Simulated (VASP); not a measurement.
A run of VASP 6.6.1 is set up as follows.

File INCAR:

```
  PREC = Accurate
  ENCUT = 500
  EDIFF = 1E-7
  ISMEAR = 0
  SIGMA = 0.1
  LREAL = False
  LASPH = True
  NELM = 120
  ALGO = Normal
  ISIF = 3
  LWAVE = False
  LCHARG = False
  GGA = PE
  IBRION = 2
  NSW = 90
  EDIFFG = -0.04
  GGA_COMPAT = False
  NELMIN = 4
```

KPOINTS

```
Automatic mesh
0
Gamma
  6 6 4
```

File POSCAR:

```
ZrB6
1.0
    3.4258641700      0.0000000000      0.0000000000
   -1.7129320900      2.9668854000      0.0000000000
    0.0000000000      0.0000000000      3.8840052800
Zr B
1 6
Direct
    0.0000000000      0.0000000000      0.0000000000
    0.1696972600      0.3393945200      0.0000000000
    0.6606054800      0.8303027400      0.0000000000
    0.1696972600      0.8303027400      0.0000000000
    0.8303027400      0.6606054800      0.0000000000
    0.3393945200      0.1696972600      0.0000000000
    0.8303027400      0.1696972600      0.0000000000
```

Potentials or basis: VASP PAW PBE potentials, release 64 (Zr_sv, B).

Command:

```console
$ cat potpaw_PBE.64/Zr_sv/POTCAR potpaw_PBE.64/B/POTCAR > POTCAR
$ mpirun -np 1 vasp_std > vasp.out
```

Question: Estimate the band gap on the k mesh.

Answer: Zero (band 15 reaches 5.68 eV, above the bottom of band 16 at 4.13 eV).

Question: What does it give for the relaxed volume?

Answer: 11.44 Å³/atom.

Question: Estimate the relaxed cell.

Answer: a = 5.437 Å, b = 5.437 Å, c = 3.126 Å, α = 90.00°, β = 90.00°, γ = 120.00°.

Stress tensor (GPa, compression positive):
```
 0.46  0.00  0.00
 0.00  0.46  0.00
 0.00  0.00 -0.19
```

Caveat: the k points lie up to 0.50 Å⁻¹ apart in the final cell; the volume moved by over 15 % at a fixed basis, so the end points are rough.
